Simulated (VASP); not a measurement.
Wanted: the native input for a VASP 6.6.1 run.

```
Task                   : single point
Functional             : PBE
Potentials or basis    : VASP PAW PBE potentials, release 64 (Al)
Cutoff                 : 400 eV
k mesh                 : 6 × 6 × 6
Occupations            : gaussian, width 0.1 eV
Spin                   : no spin polarisation
Dipole correction      : no
Further INCAR settings : ALGO = Normal; EDIFF = 1e-06; NBANDS = 12
```

The structure of Al lies in POSCAR:

```
Al
1.0
    2.4094911041      1.3911203376      4.3738507004
   -2.4094911041      1.3911203376      4.3738507004
    0.0000000000     -2.7822406751      4.3738507004
Al
3
Direct
    0.1491847700      0.1491847700      0.1491847700
    0.6504957300      0.6504957300      0.6504957300
    0.8526734700      0.8526734700      0.8526734700
```

The input as run:

INCAR

```
PREC = Accurate
ENCUT = 400
EDIFF = 1E-6
ISMEAR = 0
SIGMA = 0.1
LREAL = F
LASPH = T
NELM = 120
ALGO = Normal
ISIF = 2
LWAVE = F
LCHARG = T
GGA = PE
LELF = T
LVHAR = T
NBANDS = 12
GGA_COMPAT = F
```

KPOINTS

```
regular mesh
0
Gamma
  6 6 6
```

Potentials or basis: VASP PAW PBE potentials, release 64 (Al).

Launch:

```console
$ cat potpaw_PBE.64/Al/POTCAR > POTCAR
$ mpirun -np 1 vasp_std > vasp.out
```

It gave:

```json
{"Pressure": "-7.8 GPa", "Largest force": "0.688 eV/Å"}
```

Wall time 74 s on 1 thread of AMD EPYC 7R13 (shared host), peak memory 0.16 GiB.
